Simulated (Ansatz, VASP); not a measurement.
Ti3Si in VASP and in Ansatz

```xyz
8
Lattice="5.5201 0.0000 0.0000 -2.7601 4.7806 0.0000 0.0000 0.0000 4.4384" Properties=species:S:1:pos:R:3 pbc="T T T"
Ti    1.4209    0.8204    3.3288
Ti    4.0992    0.8204    3.3288
Ti    2.7601    3.1398    3.3288
Ti    1.3391    3.9602    1.1096
Ti   -1.3391    3.9602    1.1096
Ti    0.0000    1.6407    1.1096
Si    0.0000    3.1870    3.3288
Si    2.7601    1.5935    1.1096
```

Alike in both runs: functional LDA; k mesh 6 × 6 × 8; occupations gaussian, width 0.1 eV; no spin polarisation.

Ansatz relaxed the structure, and its values are those at the end. VASP's run is a single point on that final structure, the one shown.

|  | VASP | Ansatz |
| --- | --- | --- |
| version | VASP 6.6.1 | Ansatz 0.2.0 |
| potentials or method | VASP PAW LDA potentials, release 64 (Ti_sv, Si), cutoff 520 eV | scalar-relativistic, plane waves, PAW |
| valence electrons in the cell | 80 | 80 |

|  | VASP | Ansatz | Ansatz less VASP |
| --- | --- | --- | --- |
| gap on the k mesh at the Fermi level (eV) | none | none | - |
| pressure (GPa) | 0.0 | 0.0 | -0.07 |
| rms of the force components (eV/Å) | 0.005 | 0.000 | -0.0045 |

LDA's correlation is that of Perdew and Zunger in VASP and of Perdew and Wang (1992) in Ansatz. A gap of «none» marks a metal or a gap that the smearing closes.
